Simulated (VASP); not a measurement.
Set up this calculation in VASP 6.6.1, as the native input.

| Property | Result |
| --- | --- |
| Task | single point |
| Functional | BLYP |
| Potentials or basis | VASP PAW PBE potentials, release 64 (Ru_pv) |
| Cutoff | 520 eV |
| k mesh | 7 × 7 × 4 |
| Occupations | fermi-dirac, width 0.1 eV |
| Spin | no spin polarisation |
| Dipole correction | no |
| Further INCAR settings | ALGO = Normal; EDIFF = 1e-07; NBANDS = 21 |

The structure of Ru lies in POSCAR:

```
Ru
1.0
    2.7683314406      0.0000000000      0.0000000000
   -1.3841657203      2.3974453537      0.0000000000
    0.0000000000      0.0000000000      4.3482744640
Ru
2
Direct
    0.3333333333      0.6666666667      0.2500000000
    0.6666666667      0.3333333333      0.7500000000
```

The input as run:

INCAR

```
SYSTEM = Ru
  PREC = Accurate
  ENCUT = 520
  EDIFF = 1E-7
  ISMEAR = -1
  SIGMA = 0.1
  LREAL = .False.
  LASPH = .True.
  NELM = 80
  ALGO = Normal
  ISIF = 2
  LWAVE = .False.
  LCHARG = .False.
  GGA = B5
  ALDAX = 1.0
  AGGAX = 1.0
  AGGAC = 1.0
  ALDAC = 0.0
  NBANDS = 21
```

KPOINTS

```
Automatic mesh
0
Gamma
  7 7 4
  0 0 0
```

Potentials or basis: VASP PAW PBE potentials, release 64 (Ru_pv).

The run is started by

```console
$ cat potpaw_PBE.64/Ru_pv/POTCAR > POTCAR
$ mpirun -np 1 vasp_std > vasp.out
```

It gave:

| Property | Result |
| --- | --- |
| Pressure | 1.1 GPa |
| Band gap on the k mesh | zero (band 14 reaches 13.47 eV, above the bottom of band 15 at 10.95 eV) |

Caveat: the k points lie up to 0.37 Å⁻¹ apart; the PAW data sets were made with another functional, which shifts forces and pressure a little.

Wall time 22 s on 1 thread of AMD EPYC 9R14 (Zen 4), on a shared host, peak memory 0.11 GiB.
